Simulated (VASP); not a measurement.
Write the native input for VASP 6.6.1 that does the following.

| Item | Value |
| --- | --- |
| Task | single point |
| Functional | r2SCAN |
| Potentials or basis | VASP PAW PBE potentials, release 64 (W_sv) |
| Cutoff | 520 eV |
| k mesh | 28 × 28 × 28 |
| Occupations | gaussian, width 0.15 eV |
| Spin | no spin polarisation |
| Dipole correction | no |
| Further INCAR settings | ALGO = Normal; EDIFF = 1e-07; NBANDS = 13 |

The system is W.

```xyz
1
Lattice="0.0000 1.7895 2.5304 1.7895 0.0000 2.5304 1.7895 1.7895 0.0000" Properties=species:S:1:pos:R:3 pbc="T T T"
W     0.0000    0.0000    0.0000
```

This cell differs from its parent crystal: ratio of the length along z to the lengths across it x 1.414, volume and fractional coordinates fixed.

The input as run:

POSCAR

```
W
1.0
    0.0000000000      1.7895281572      2.5303928143
    1.7895281572      0.0000000000      2.5303928143
    1.7895281572      1.7895281572      0.0000000000
W
1
Direct
    0.0000000000      0.0000000000      0.0000000000
```

INCAR.step1

```
SYSTEM = W
  PREC = Accurate
  ENCUT = 520
  ISMEAR = 0
  SIGMA = 0.15
  LREAL = .False.
  LASPH = .True.
  NELM = 100
  NBANDS = 13
  GGA = PE
  ALGO = Normal
  EDIFF = 1E-4
  LWAVE = .True.
  LCHARG = .False.
```

INCAR.step2

```
SYSTEM = W
  PREC = Accurate
  ENCUT = 520
  EDIFF = 1E-7
  ISMEAR = 0
  SIGMA = 0.15
  LREAL = .False.
  LASPH = .True.
  NELM = 100
  ALGO = Normal
  ISIF = 2
  LWAVE = .False.
  LCHARG = .False.
  METAGGA = R2SCAN
  LMIXTAU = .True.
  NBANDS = 13
  ISTART = 1
```

KPOINTS

```
regular mesh
0
Gamma
  28 28 28
  0 0 0
```

Potentials or basis: VASP PAW PBE potentials, release 64 (W_sv).

Launch:

```sh
$ cat potpaw_PBE.64/W_sv/POTCAR > POTCAR
$ cp INCAR.step1 INCAR
$ mpirun -np 1 vasp_std > vasp.out
$ cp INCAR.step2 INCAR
$ mpirun -np 1 vasp_std > vasp.out
```

Results of the run:

| Item | Value |
| --- | --- |
| Pressure | 10.6 GPa |
| Band gap on the k mesh | zero (bands 7 and 8 overlap by 2.84 eV) |

Caveat: the cell stands under pressure; the PAW data sets were made with another functional, which shifts forces and pressure a little; spin-orbit coupling is left out, which moves the levels of the heavy elements.

It took 6.1 min on 1 thread of Intel(R) Xeon(R) 6975P-C (Granite Rapids) (shared host), peak memory 0.42 GiB.
